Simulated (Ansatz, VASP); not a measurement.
Two plane-wave programs on Mg3TiN3

Contents of INCAR:

```
  PREC = Accurate
  ENCUT = 600
  EDIFF = 1E-6
  ISMEAR = 0
  SIGMA = 0.1
  LREAL = F
  LASPH = T
  NELM = 60
  ALGO = Normal
  ISIF = 3
  LWAVE = F
  LCHARG = F
  GGA = PE
  IBRION = 2
  NSW = 100
  EDIFFG = -0.01
```

KPOINTS

```
regular mesh
0
Gamma
  8 8 8
```

POSCAR

```
Mg3TiN3
1.0
    4.3065670573      0.0000000000      0.0000000000
    0.0000000000      4.3065670573      0.0000000000
    0.0000000000      0.0000000000      4.3065670573
Mg Ti N
3 1 3
Direct
    0.0000000000      0.5000000000      0.5000000000
    0.5000000000      0.0000000000      0.5000000000
    0.5000000000      0.5000000000      0.0000000000
    0.0000000000      0.0000000000      0.0000000000
    0.5000000000      0.0000000000      0.0000000000
    0.0000000000      0.5000000000      0.0000000000
    0.0000000000      0.0000000000      0.5000000000
```

Input for Ansatz:

```yaml
crystal:
  lattice:
    - [4.3065670573, 0.0, 0.0]
    - [0.0, 4.3065670573, 0.0]
    - [0.0, 0.0, 4.3065670573]
  atoms:
    - { symbol: Mg, position: [0.0, 0.5, 0.5] }
    - { symbol: Mg, position: [0.5, 0.0, 0.5] }
    - { symbol: Mg, position: [0.5, 0.5, 0.0] }
    - { symbol: Ti, position: [0.0, 0.0, 0.0] }
    - { symbol: "N", position: [0.5, 0.0, 0.0] }
    - { symbol: "N", position: [0.0, 0.5, 0.0] }
    - { symbol: "N", position: [0.0, 0.0, 0.5] }
basis:
  ecutwfc: 420
kpoints:
  mp_grid: { grid: [8, 8, 8] }
hamiltonian:
  xc: pbe
scf:
  occupations: { method: gaussian, width: 0.1 }
output:
  forces: true
  stress: true
  eigenvalues: true
relax:
  adjacent_minimum: "off"
  f_tol: 0.01
  max_steps: 80
  cell: { stress_tol: 0.05 }
```

Alike in both runs: task relaxation of cell and atoms; functional PBE; k mesh 8 × 8 × 8; occupations gaussian, width 0.1 eV; no spin polarisation.

```csv
,VASP,Ansatz
version,VASP 6.6.1,Ansatz 0.2.0
potentials or method,"VASP PAW PBE potentials, release 64 (Mg, Ti_sv, N), cutoff 600 eV","scalar-relativistic, plane waves, PAW"
valence electrons in the cell,33,57
```

|  | VASP | Ansatz | Ansatz less VASP |
| --- | --- | --- | --- |
| gap on the k mesh at the Fermi level, each at its own relaxed structure (eV) | none | none | - |
| relaxed volume (Å³/atom) | 11.37 | 11.39 | +0.023 |
| relaxed length of the cell vector where the two differ most in proportion (Å) | 4.302 | 4.304 | +0.0028 |

A gap of «none» marks a metal or a gap that the smearing closes. VASP's potentials hold 33 valence electrons a cell and Ansatz's 57, so a difference there can come from the potentials and not from the codes.
